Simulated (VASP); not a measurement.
Input of a VASP 6.6.1 run:

File INCAR:

```
PREC = Accurate
ENCUT = 520
EDIFF = 1E-7
ISMEAR = 0
SIGMA = 0.15
LREAL = F
LASPH = T
NELM = 100
ALGO = Fast
ISIF = 2
LWAVE = F
LCHARG = F
GGA = PS
NBANDS = 56
```

Contents of KPOINTS:

```
regular mesh
0
Gamma
  8 8 8
```

POSCAR

```
SiMo3
1.0
    4.4726583543      0.0000000000      0.0000000000
    0.0000000000      4.4726583543      0.0000000000
    0.0000000000      0.0000000000      4.6671217610
Si Mo
2 6
Direct
    0.0000000000      0.0000000000      0.0000000000
    0.5000000000      0.5000000000      0.5000000000
    0.2500000000      0.0000000000      0.5000000000
    0.5000000000      0.7500000000      0.0000000000
    0.7500000000      0.0000000000      0.5000000000
    0.5000000000      0.2500000000      0.0000000000
    0.0000000000      0.5000000000      0.7500000000
    0.0000000000      0.5000000000      0.2500000000
```

Potentials or basis: VASP PAW PBE potentials, release 64 (Si, Mo_sv).

Run with:

```console
$ cat potpaw_PBE.64/Si/POTCAR potpaw_PBE.64/Mo_sv/POTCAR > POTCAR
$ mpirun -np 1 vasp_std > vasp.out
```

(1) Predict the band gap on the k mesh.

(2) What does it give for the largest force?

(3) Predict the pressure.

Answers

(1) zero (bands 46 and 47 overlap by 2.51 eV).

(2) 0.014 eV/Å.

(3) 88.3 GPa.

Caveat: the cell differs from its parent crystal (strain -0.080 along x and y, -0.040 along z); the stress differs along the axes, from 69 to 98 GPa; the PAW data sets were made with another functional, which shifts forces and pressure a little.
